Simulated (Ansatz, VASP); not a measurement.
# Cs in VASP and in Ansatz

INCAR

```
PREC = Accurate
ENCUT = 400
EDIFF = 1E-6
ISMEAR = 0
SIGMA = 0.005
LREAL = F
LASPH = T
NELM = 200
ALGO = Normal
ISIF = 2
LWAVE = F
LCHARG = F
ISPIN = 2
MAGMOM = 0.5
LORBIT = 11
GGA = RE
IVDW = 12
NBANDS = 14
GGA_COMPAT = F
NELMDL = -8
```

KPOINTS

```
regular mesh
0
Gamma
  1 1 1
```

File POSCAR:

```
Cs
1.0
   10.5000000000      0.0000000000      0.0000000000
    0.0000000000     11.0000000000      0.0000000000
    0.0000000000      0.0000000000     11.5000000000
Cs
1
Direct
    0.5000000000      0.5045454500      0.5000000000
```

Input for Ansatz:

```yaml
crystal:
  lattice:
    - [10.5, 0.0, 0.0]
    - [0.0, 11.0, 0.0]
    - [0.0, 0.0, 11.5]
  atoms:
    - { symbol: Cs, position: [0.5, 0.50454545, 0.5], spin: 0.5 }
magnetization:
  spin_polarized: true
hamiltonian:
  xc: revpbe
  dispersion: d3bj
kpoints:
  mp_grid: { grid: [1, 1, 1] }
scf:
  occupations: { method: gaussian, width: 0.005 }
  max_iter: 140
  lower_state_search: "off"
output:
  forces: true
```

Alike in both runs: task single point; functional revPBE; dispersion D3(BJ); k mesh 1 × 1 × 1; occupations gaussian, width 0.005 eV; collinear spin.

|  | VASP | Ansatz |
| --- | --- | --- |
| version | VASP 6.6.1 | Ansatz 0.2.0 |
| potentials or method | VASP PAW PBE potentials, release 64 (Cs_sv) | scalar-relativistic, plane waves, PAW |
| plane-wave cutoff (eV) | 400 | 420 |
| valence electrons in the cell | 9 | 9 |

```tsv
	VASP	Ansatz	Ansatz less VASP
net moment per atom (μB)	1.00	1.00	0.000
size of the moment on the site where the two differ most (μB)	0.02	0.90	+0.880
```

VASP's potentials were made for PBE, not for revPBE. Site moments also hang on the region over which each program counts them.

Neither program's run includes spin-orbit coupling.
